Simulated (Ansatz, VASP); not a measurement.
# One calculation of C, two programs

Contents of INCAR:

```
SYSTEM = C
  ALGO = Normal
  EDIFF = 1E-7
  EDIFFG = -0.002
  ENCUT = 520
  GGA = PS
  GGA_COMPAT = .False.
  IBRION = 2
  ISIF = 2
  ISMEAR = 0
  LASPH = .True.
  LCHARG = .False.
  LREAL = .False.
  LWAVE = .False.
  NELM = 120
  NELMIN = 4
  NSW = 60
  PREC = Accurate
  SIGMA = 0.02
```

The input KPOINTS:

```
k-points
0
Gamma
  9 9 9
  0 0 0
```

File POSCAR:

```
C
1.0
    0.0242275992      1.8002554204      1.8002554204
    1.8002554204      0.0242275992      1.8002554204
    1.8002554204      1.8002554204      0.0242275992
C
2
Direct
   -0.0000054645     -0.0000054645     -0.0000054645
    0.2500054645      0.2500054645      0.2500054645
```

Input for Ansatz:

```yaml
crystal:
  lattice:
    - [0.0242275992, 1.8002554204, 1.8002554204]
    - [1.8002554204, 0.0242275992, 1.8002554204]
    - [1.8002554204, 1.8002554204, 0.0242275992]
  atoms:
    - { symbol: C, position: [-5.4645e-06, -5.4645e-06, -5.4645e-06] }
    - { symbol: C, position: [0.2500054645, 0.2500054645, 0.2500054645] }
basis:
  ecutwfc: 420
kpoints:
  mp_grid: { grid: [9, 9, 9] }
hamiltonian:
  xc: pbesol
  pseudopotentials: { kind: paw, azcp: { folder: soft_1 } }
scf:
  occupations: { method: gaussian, width: 0.02 }
output:
  forces: true
  stress: true
  eigenvalues: true
relax:
  adjacent_minimum: "off"
  f_tol: 0.002
  max_steps: 40
```

Change from the starting cell: strained cell.

Alike in both runs: task relaxation of the atoms; functional PBEsol; k mesh 9 × 9 × 9; occupations gaussian, width 0.02 eV; no spin polarisation.

```csv
,VASP,Ansatz
version,VASP 6.6.1,Ansatz 0.2.0
potentials or method,"VASP PAW PBE potentials, release 64 (C), cutoff 520 eV","scalar-relativistic, plane waves, PAW"
valence electrons in the cell,8,8
```

```csv
,VASP,Ansatz,Ansatz less VASP
"gap on the k mesh at the Fermi level, each at its own relaxed structure (eV)",3.99,3.99,+0.008
```

VASP's potentials were made for PBE, not for PBEsol, and Ansatz warns of the same on its side. Ansatz's warnings: stress scf threshold loose.
